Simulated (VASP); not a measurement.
A run of VASP 6.6.1:

Contents of INCAR:

```
PREC = Accurate
ENCUT = 520
EDIFF = 1E-6
ISMEAR = 0
SIGMA = 0.02
LREAL = False
LASPH = True
NELM = 80
ALGO = Normal
ISIF = 2
LWAVE = False
LCHARG = True
GGA = PS
LELF = True
LVHAR = True
NBANDS = 28
```

The input KPOINTS:

```
regular mesh
0
Gamma
  9 9 9
```

File POSCAR:

```
BaTiO3
1.0
    2.7631793723      1.5953223544      2.2556138174
   -2.7631793723      1.5953223544      2.2556138174
    0.0000000000     -3.1906447089      2.2556138174
Ba Ti O
1 1 3
Direct
    0.0030169431      0.0030169431      0.0030169431
    0.5011665842      0.5011665842      0.5011665842
    0.5048538656      0.5048538656      0.0053087413
    0.0053087413      0.5048538656      0.5048538656
    0.5048538656      0.0053087413      0.5048538656
```

Potentials or basis: VASP PAW PBE potentials, release 64 (Ba_sv, Ti_sv, O).

The run is started by

```console
$ cat potpaw_PBE.64/Ba_sv/POTCAR potpaw_PBE.64/Ti_sv/POTCAR potpaw_PBE.64/O/POTCAR > POTCAR
$ mpirun -np 1 vasp_std > vasp.out
```

Hardware: 1 thread of Intel(R) Xeon(R) Platinum 8259CL CPU @ 2.50GHz (Skylake/Cascade Lake) (shared host).

**Question.** Estimate the wall time of this run.

**Answer.** Wall time 2.6 min on 1 thread of Intel(R) Xeon(R) Platinum 8259CL CPU @ 2.50GHz (Skylake/Cascade Lake), on a shared host, peak memory 0.27 GiB. Counts: scf iterations 18, k points 85.
